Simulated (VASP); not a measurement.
LiAlO:

```xyz
6
Lattice="3.4082 0.0000 0.0000 0.0000 3.4082 0.0000 0.0000 0.0000 6.5167" Properties=species:S:1:pos:R:3 pbc="T T T"
Li    1.7041    0.0000    4.2359
Li    0.0000    1.7041    2.2808
Al    0.0000    0.0000    0.0000
Al    1.7041    1.7041    0.0000
O     1.7041    0.0000    1.4467
O     0.0000    1.7041    5.0700
```

```yaml
Program: VASP 6.6.1
Task: relaxation of cell and atoms
Functional: PBE
Potentials_or_basis: VASP PAW PBE potentials, release 64 (Li_sv, Al, O)
Cutoff: 600 eV
k_mesh: 6 × 6 × 4
Occupations: gaussian, width 0.1 eV
Spin: no spin polarisation
```

At the start: pressure 3.5 GPa; volume 12.62 Å³/atom.

Where does the relaxation end?

Over 10 steps the energy falls by 185.9 meV/atom and the volume is 11.63 Å³/atom (-7.8 %); space group P4/nmm (No. 129, to 0.05 Å).

The path:
```
step  energy change (eV)  largest force (eV/Å)  pressure (GPa)  volume (Å³)
   1              0.0000                1.5486            3.54        75.70
   2             -0.2364                1.1577           -1.44        78.78
   3             -0.3038                0.7727           -4.45        81.17
   4             -0.5158                0.6176           -4.04        78.00
   5             -0.8065                1.1911           -0.17        69.29
   6             -0.9090                0.8693            3.22        66.03
   7             -0.9117                0.8464            2.66        66.43
   8             -1.0639                0.4357            0.78        68.35
   9             -1.1064                0.1735           -0.47        70.22
  10             -1.1157                0.0306            0.00        69.79
```

Final structure:
```cif
data_structure
_symmetry_space_group_name_H-M 'P 1'
_symmetry_Int_Tables_number 1
_cell_length_a 3.4424
_cell_length_b 3.4424
_cell_length_c 5.8893
_cell_angle_alpha 90.000
_cell_angle_beta 90.000
_cell_angle_gamma 90.000
_cell_volume 69.79
loop_
_atom_site_label
_atom_site_type_symbol
_atom_site_fract_x
_atom_site_fract_y
_atom_site_fract_z
_atom_site_occupancy
Li1 Li 0.50000 0.00000 0.60969 1
Li2 Li 0.00000 0.50000 0.39031 1
Al1 Al 0.00000 0.00000 0.00000 1
Al2 Al 0.50000 0.50000 0.00000 1
O1 O 0.50000 0.00000 0.28810 1
O2 O 0.00000 0.50000 0.71190 1
```

Caveat: the cutoff is under 1.25 times the usual one of these potentials, so pressure, stress and relaxed cells hold a basis-set (Pulay) error.
